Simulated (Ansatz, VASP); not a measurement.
Two plane-wave programs on Si4Mo3

```xyz
7
Lattice="5.2038 0.0000 0.0000 -2.6019 4.5066 0.0000 0.0000 0.0000 4.5224" Properties=species:S:1:pos:R:3 pbc="T T T"
Si    0.0000    0.0000    3.3864
Si    0.0000    0.0000    1.1359
Si    0.0000    3.0044    0.0000
Si    2.6019    1.5022    4.5223
Mo    2.6019    0.0000    2.2612
Mo   -1.3009    2.2533    2.2612
Mo    1.3009    2.2533    2.2612
```

Alike in both runs: functional PBE; k mesh 4 × 4 × 2; occupations gaussian, width 0.2 eV; no spin polarisation.

Ansatz relaxed the structure, and its values are those at the end. VASP's run is a single point on that final structure, the one shown.

```csv
,VASP,Ansatz
version,VASP 6.6.1,Ansatz 0.2.0
potentials or method,"VASP PAW PBE potentials, release 64 (Si, Mo_sv), cutoff 520 eV","scalar-relativistic, plane waves, PAW"
valence electrons in the cell,58,58
```

```tsv
	VASP	Ansatz	Ansatz less VASP
gap on the k mesh at the Fermi level (eV)	none	none	-
pressure (GPa)	0.4	0.2	-0.19
```

A gap of «none» marks a metal or a gap that the smearing closes.

The k mesh is coarse, so the values compare programs but aren't converged.
